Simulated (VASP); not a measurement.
# GaN (P6_3mc) in VASP: notebook

Runs on GaN. Level: PBE. Tasks: single point, relaxation of cell and atoms.

Program: VASP 6.6.1. These are calculated values, not measurements. Logs are shortened: lines on timing, memory, paths and dates and some standing lists are left out, and cuts for length are marked.

**The experiment to reproduce.**

From “Studying electronic properties in GaN without electrical contacts using γ-γ vs e−-γ Perturbed Angular Correlations”, 2019, pmc:6823545, for a bulk crystal of GaN: band gap 3.503 ± 0.005 eV (direct).

The results are compared with them further down.

### 1 The cell of the first run

Symmetry: P6_3mc, No. 186, hexagonal system. Conventional cell: a = 3.219 Å, b = 3.219 Å, c = 5.243 Å, α = 90.00°, β = 90.00°, γ = 120.00°. Within 2.6 Å of Ga (site symmetry 3m) lie 4 N at 1.97 to 1.98 Å. N (site symmetry 3m) has 4 Ga at 1.97 to 1.98 Å within 2.6 Å.

### 2 Single point, PBE

INCAR reads:

```
ALGO     = Normal         # electronic algorithm
EDIFF    = 1E-7           # SCF threshold, eV
ENCUT    = 520            # plane-wave cutoff, eV
GGA      = PE             # functional
ISIF     = 2              # what is computed and relaxed
ISMEAR   = 0              # smearing method
LASPH    = True           # aspherical terms in the spheres
LCHARG   = False          # write CHGCAR
LREAL    = False          # projectors in reciprocal space
LWAVE    = False          # write WAVECAR
NBANDS   = 26             # bands
NELM     = 60             # most SCF steps
PREC     = Accurate       # precision mode
SIGMA    = 0.02           # smearing width, eV
```

KPOINTS reads:

```
k-points
0
Gamma
  12 12 6
```

POSCAR reads:

```
GaN
1.0
    3.2186527232      0.0000000000      0.0000000000
   -1.6093263616      2.7874350242      0.0000000000
    0.0000000000      0.0000000000      5.2434880691
Ga N
2 2
Direct
    0.3333333333      0.6666666667     -0.0008659250
    0.6666666667      0.3333333333      0.4991340750
    0.3333333333      0.6666666667      0.3758659250
    0.6666666667      0.3333333333      0.8758659250
```

Potentials or basis: VASP PAW PBE potentials, release 64 (Ga_d, N).

Launch:

```bash
$ cat potpaw_PBE.64/Ga_d/POTCAR potpaw_PBE.64/N/POTCAR > POTCAR
$ mpirun -np 1 vasp_std > vasp.out
```

OUTCAR:

```text
EDIFF = 1E-7
   ENCUT = 520
   GGA = PE
   ISIF = 2
   ISMEAR = 0
   LASPH = True
   LREAL = False
   NELM = 60
   PREC = Accurate

 ion  position               nearest neighbor table
   1  0.333  0.667  0.999-   4 1.97   4 1.97   4 1.97   3 1.98
   2  0.667  0.333  0.499-   3 1.97   3 1.97   3 1.97   4 1.98
   3  0.333  0.667  0.376-   2 1.97   2 1.97   2 1.97   1 1.98
   4  0.667  0.333  0.876-   1 1.97   1 1.97   1 1.97   2 1.98

  LATTYP: Found a hexagonal cell.
 ALAT       =     3.2186527232
 C/A-ratio  =     1.6290940714

  Lattice vectors:

 A1 = (   3.2186527232,   0.0000000000,   0.0000000000)
 A2 = (  -1.6093263616,   2.7874350242,   0.0000000000)
 A3 = (   0.0000000000,   0.0000000000,   5.2434880691)

Analysis of symmetry for initial positions (statically):
=====================================================================
 Subroutine PRICEL returns:
 Original cell was already a primitive cell.

 Routine SETGRP: Setting up the symmetry group for a
 hexagonal supercell.

 Subroutine GETGRP returns: Found 12 space group operations
 (whereof  6 operations were pure point group operations)
 out of a pool of 24 trial point group operations.

The static configuration has the point symmetry C_3v.
 The point group associated with its full space group is C_6v.

Analysis of symmetry for dynamics (positions and initial velocities):
=====================================================================
 Subroutine PRICEL returns:
 Original cell was already a primitive cell.

 Routine SETGRP: Setting up the symmetry group for a
 hexagonal supercell.

 Subroutine GETGRP returns: Found 12 space group operations
 (whereof  6 operations were pure point group operations)
 out of a pool of 24 trial point group operations.

The dynamic configuration has the point symmetry C_3v.
 The point group associated with its full space group is C_6v.

 Subroutine INISYM returns: Found 12 space group operations
 (whereof  6 operations are pure point group operations),
 and found     1 'primitive' translations

----------------------------------------------------------------------------------------

                                     Primitive cell

  volume of cell :      47.0434

[... 84 lines left out ...]
   ISTART =      0    job   : 0-new  1-cont  2-samecut
   ICHARG =      2    charge: 1-file 2-atom 10-const
   ISPIN  =      1    spin polarized calculation?
   LNONCOLLINEAR =      F non collinear calculations
   LSORBIT =      F    spin-orbit coupling
   LASPH  =      T    aspherical Exc in radial PAW
   ENCUT  =  520.0 eV  38.22 Ry    6.18 a.u.   5.98  5.98  9.75*2*pi/ulx,y,z
   NELM   =     60;   NELMIN=  2; NELMDL= -5     # of ELM steps
   EDIFF  = 0.1E-06   stopping-criterion for ELM
   LREAL  =      F    real-space projection
   EDIFFG = 0.1E-05   stopping-criterion for IOM
   NSW    =      0    number of steps for IOM
   IBRION =     -1    ionic relax: 0-MD 1-quasi-New 2-CG
   NFREE  =      0    steps in history (QN), initial steepest desc. (CG)
   ISIF   =      2    stress and relaxation
   ISYM   =      2    0-nonsym 1-usesym 2-fastsym
   POTIM  = 0.5000    time-step for ionic-motion
   TEBEG  =    0.0;   TEEND  =   0.0 temperature during run
   PSTRESS=    0.0 pullay stress
   NELECT =      36.0000    total number of electrons
   NUPDOWN=      -1.0000    fix difference up-down
   EMIN   =  10.00;   EMAX   =-10.00  energy-range for DOS
   EFERMI =   0.00;   METHOD = LEGACY
   ISMEAR =     0;   SIGMA  =   0.02  broadening in eV -4-tet -1-fermi 0-gaus
   EFERMI_NEDOS =   21; number of points for ismear=-14 and -15
   IALGO  =     38    algorithm
   IMIX   =      4    mixing-type and parameters
     AMIX     =   0.40;   BMIX     =  1.00
     AMIX_MAG =   1.60;   BMIX_MAG =  1.00
  volume/ion in A,a.u.               =      11.76        79.37
  Fermi-wavevector in a.u.,A,eV,Ry     =   1.497416  2.829707 30.507747  2.242256
  Thomas-Fermi vector in A             =   2.609307
   LORBIT       =      0    0 simple, 1 ext, 2 COOP (PROOUT), +10 PAW based schemes
   GGA     = PE    functional components
   LHFCALC =     F    Hartree Fock is set to
   AEXX    =    0.0000 exact exchange contribution
   IVDW    =     0    specifies the selected vdW correction
   LEPSILON=     F    determine dielectric tensor
   LRPA    =     F    only Hartree local field effects (RPA)
 non-spin polarized calculation
 Gauss-broadening in eV      SIGMA  =   0.02
  energy-cutoff  :      520.00
  volume of cell :       47.04
 maximum number of plane-waves:      1290
 NGX is ok and might be reduce to    24
   NGX = 11   NGY = 11   NGZ = 19

 number of electron      35.9999957 magnetization

 Free energy of the ion-electron system (eV)
  ---------------------------------------------------
  ext. energy  EPLUGINS =         0.00000000
  ---------------------------------------------------
  free energy    TOTEN  =       -24.32787649 eV

  energy without entropy =      -24.32787649  energy(sigma->0) =      -24.32787649

 E-fermi :   5.1630     XC(G=0): -11.5138

 val. band max:        5.0062755367   @ k =   0.0000   0.0000   0.0000
 cond. band min:       6.7205814663   @ k =   0.0000   0.0000   0.0000
 fundamental gap:      1.7143059296
 Fermi energy:         5.1630465570

 k-point     1 :       0.0000    0.0000    0.0000
  band No.  band energies     occupation
      1     -10.7271      2.00000
      2      -9.9046      2.00000
      3      -8.4141      2.00000
      4      -8.3997      2.00000
      5      -8.3997      2.00000
      6      -8.3440      2.00000
[... 685 lines left out ...]
     25      16.1653      0.00000
     26      17.8697      0.00000

 [... further k-points ...]
[... 5 lines left out ...]
  --------------------------------------------------------------------------------------
  -------------------------------------------------------------------------------------
  Total        0.0205750      0.0205750      0.0327110      0.0000000      0.0000000      0.0000000
  in kB        0.7007317      0.7007317      1.1140529      0.0000000      0.0000000      0.0000000
  external PRESSURE =       0.8385055 kB  Pullay stress =       0.0000000 kB

 VOLUME and BASIS-vectors are now :
 -----------------------------------------------------------------------------
  energy-cutoff  :      520.00
  volume of cell :       47.04
      direct lattice vectors                 reciprocal lattice vectors
     3.218652723  0.000000000  0.000000000     0.310689001  0.179376379  0.000000000
    -1.609326362  2.787435024  0.000000000     0.000000000  0.358752757  0.000000000
     0.000000000  0.000000000  5.243488069     0.000000000  0.000000000  0.190712744

 POSITION                                       TOTAL-FORCE (eV/Angst)
 -----------------------------------------------------------------------------------
     -0.00000      1.85829      5.23895         0.000000     -0.000000     -0.000296
      1.60933      0.92915      2.61720         0.000000      0.000000     -0.000296
     -0.00000      1.85829      1.97085         0.000000     -0.000000      0.000296
      1.60933      0.92915      4.59259        -0.000000      0.000000      0.000296
 -----------------------------------------------------------------------------------
    total drift:                               -0.000001     -0.000001     -0.001223

  FREE ENERGIE OF THE ION-ELECTRON SYSTEM (eV)
  ---------------------------------------------------
  free  energy   TOTEN  =       -24.3278764915 eV

  energy  without entropy=      -24.3278764915  energy(sigma->0) =      -24.32787649
```

It took 34 s on 1 thread of Intel Xeon Platinum 8559C (Emerald Rapids), shared host; peak memory 0.2 GiB.

Results:

* Free energy: -24.3279 eV
* Pressure: 0.1 GPa
* Band gap on the k mesh: 1.71 eV, direct

Levels at points of the mesh, in eV from the valence-band top:
| k point | band 14 | band 15 | band 16 | band 17 | band 18 | band 19 | band 20 | band 21 | band 22 | band 23 |
| --- | --- | --- | --- | --- | --- | --- | --- | --- | --- | --- |
| (0.00, 0.00, 0.00) | -1.00 | -1.00 | -0.04 | 0.00 | 0.00 | 1.71 | 4.06 | 9.02 | 9.73 | 9.73 |
| (0.50, 0.00, 0.00) | -5.19 | -4.06 | -2.64 | -2.11 | -0.96 | 4.98 | 5.37 | 5.98 | 8.34 | 10.16 |
| (0.00, 0.00, 0.50) | -3.79 | -0.51 | -0.51 | -0.51 | -0.51 | 4.06 | 4.06 | 8.31 | 8.31 | 10.24 |
| (0.50, 0.00, 0.50) | -6.44 | -1.87 | -1.87 | -1.83 | -1.83 | 4.31 | 4.31 | 7.57 | 7.57 | 9.79 |

### 3 Relaxation of cell and atoms, PBE

This run uses another cell than the first one, of 11.31 Å³/atom, 0.962 times its volume.

INCAR reads:

```
SYSTEM = GaN
PREC = Accurate
ENCUT = 600
EDIFF = 1E-6
ISMEAR = 0
SIGMA = 0.02
LREAL = .False.
LASPH = .True.
NELM = 100
ALGO = Normal
ISIF = 3
LWAVE = .False.
LCHARG = .False.
GGA = PE
IBRION = 2
NSW = 100
EDIFFG = -0.005
```

KPOINTS reads:

```
Automatic mesh
0
Gamma
  12 12 6
  0 0 0
```

POSCAR reads:

```
GaN
1.0
    3.1799996605      0.0000000000      0.0000000000
   -1.5899998303      2.7539604900      0.0000000000
    0.0000000000      0.0000000000      5.1660000000
Ga N
2 2
Direct
    0.3333333333      0.6666666667      0.0000000000
    0.6666666667      0.3333333333      0.5000000000
    0.3333333333      0.6666666667      0.3750000000
    0.6666666667      0.3333333333      0.8750000000
```

Potentials or basis: VASP PAW PBE potentials, release 64 (Ga_d, N).

Launch:

```bash
$ cat potpaw_PBE.64/Ga_d/POTCAR potpaw_PBE.64/N/POTCAR > POTCAR
$ mpirun -np 1 vasp_std > vasp.out
```

Wall time 3.4 min (1 thread of Intel Xeon Platinum 8559C (Emerald Rapids), shared host); peak memory 0.24 GiB.

The run converged. Its results:

* Free energy: -24.3284 eV
* Relaxed volume: 11.76 Å³/atom
* Relaxed cell: a = 3.218 Å, b = 3.218 Å, c = 5.244 Å, α = 90.00°, β = 90.00°, γ = 120.00°
* Space group after relaxing (to 0.05 Å): P6_3mc (No. 186)
* Energy gained by relaxing: 10.1 meV/atom
* Ionic steps: 10
* Pressure after relaxing: 0.0 GPa
* Band gap on the k mesh: 1.71 eV, direct

The path:
```csv
step,energy change (eV),largest force (eV/Å),pressure (GPa),volume (Å³)
1,0.0000,0.1347,7.17,45.24
2,-0.0120,0.0620,-5.25,48.63
3,-0.0402,0.0105,-0.03,47.03
4,-0.0402,0.0127,0.13,47.00
5,-0.0403,0.0073,0.09,47.00
6,-0.0403,0.0046,0.10,47.00
7,-0.0403,0.0016,-0.09,47.05
8,-0.0403,0.0022,0.15,47.03
9,-0.0403,0.0003,-0.13,47.04
10,-0.0403,0.0014,-0.04,47.03
```

Final structure:
```
CELL_PARAMETERS angstrom
3.21807 0.00000 0.00000
-1.60904 2.78693 0.00000
0.00000 0.00000 5.24419
ATOMIC_POSITIONS crystal
Ga 0.33333 0.66667 0.99917
Ga 0.66667 0.33333 0.49917
N 0.33333 0.66667 0.37583
N 0.66667 0.33333 0.87583
```

Levels at points of the mesh, in eV from the valence-band top:
| k point | band 14 | band 15 | band 16 | band 17 | band 18 | band 19 | band 20 | band 21 | band 22 |
| --- | --- | --- | --- | --- | --- | --- | --- | --- | --- |
| (0.00, 0.00, 0.00) | -1.00 | -1.00 | -0.04 | 0.00 | 0.00 | 1.71 | 4.07 | 9.02 | 9.73 |
| (0.50, 0.00, 0.00) | -5.19 | -4.07 | -2.64 | -2.12 | -0.96 | 4.98 | 5.37 | 5.98 | 8.34 |
| (0.00, 0.00, 0.50) | -3.79 | -0.51 | -0.51 | -0.51 | -0.51 | 4.06 | 4.06 | 8.31 | 8.31 |
| (0.50, 0.00, 0.50) | -6.44 | -1.87 | -1.87 | -1.83 | -1.83 | 4.31 | 4.31 | 7.58 | 7.58 |

As with any semilocal functional, this PBE gap is likely too small. PBE usually gives volumes a little too large and moduli too small.

### 4 Against experiment

Step 2. Against the measured gap of GaN, 3.503 eV (direct; quoted in “Studying electronic properties in GaN without electrical contacts using γ-γ vs e−-γ Perturbed Angular Correlations”, 2019, pmc:6823545), the calculated 1.71 eV is off by -1.79 eV. So large a miss can be the level of theory's own, or it may mean another phase, state or a wrong row. Spin-orbit coupling on Ga is left out. The value is that of PBE, without temperature or zero-point motion. Semilocal functionals fall short of measured gaps as a rule.
